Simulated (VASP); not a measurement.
A run of VASP 6.6.1:

Contents of INCAR:

```
SYSTEM = MoRh
PREC     = Accurate       ! precision mode
ENCUT    = 520            ! plane-wave cutoff, eV
EDIFF    = 1E-7           ! SCF threshold, eV
ISMEAR   = -1             ! smearing method
SIGMA    = 0.15           ! smearing width, eV
LREAL    = .FALSE.        ! projectors in reciprocal space
LASPH    = .TRUE.         ! aspherical terms in the spheres
NELM     = 80             ! most SCF steps
ALGO     = Normal         ! electronic algorithm
ISIF     = 2              ! what is computed and relaxed
LWAVE    = .FALSE.        ! write WAVECAR
LCHARG   = .TRUE.         ! write CHGCAR
LELF     = .TRUE.         ! ELF
LVHAR    = .TRUE.       
NBANDS   = 22             ! bands
```

KPOINTS

```
Automatic mesh
0
G
  9 9 5
  0 0 0
```

The input POSCAR:

```
MoRh
1.0
    2.7954330000      0.0000000000      0.0000000000
   -1.3977160000      2.4209160000      0.0000000000
    0.0000000000      0.0000000000      4.4373670000
Mo Rh
1 1
Direct
    0.0000000000      0.0000000000      0.5000000000
    0.3333333333      0.6666666667      0.0000000000
```

Potentials or basis: VASP PAW LDA potentials, release 64 (Mo_sv, Rh_pv).

Command:

```sh
$ cat potpaw_LDA.64/Mo_sv/POTCAR potpaw_LDA.64/Rh_pv/POTCAR > POTCAR
$ mpirun -np 1 vasp_std > vasp.out
```

Hardware: 1 thread of Intel Xeon 8259CL, with other jobs on the host.

Task: Estimate the wall time of this run.

Result: Run time: 39 s on 1 thread of Intel Xeon 8259CL (shared host), peak memory 0.15 GiB. Counts: scf iterations 14, k points 36.
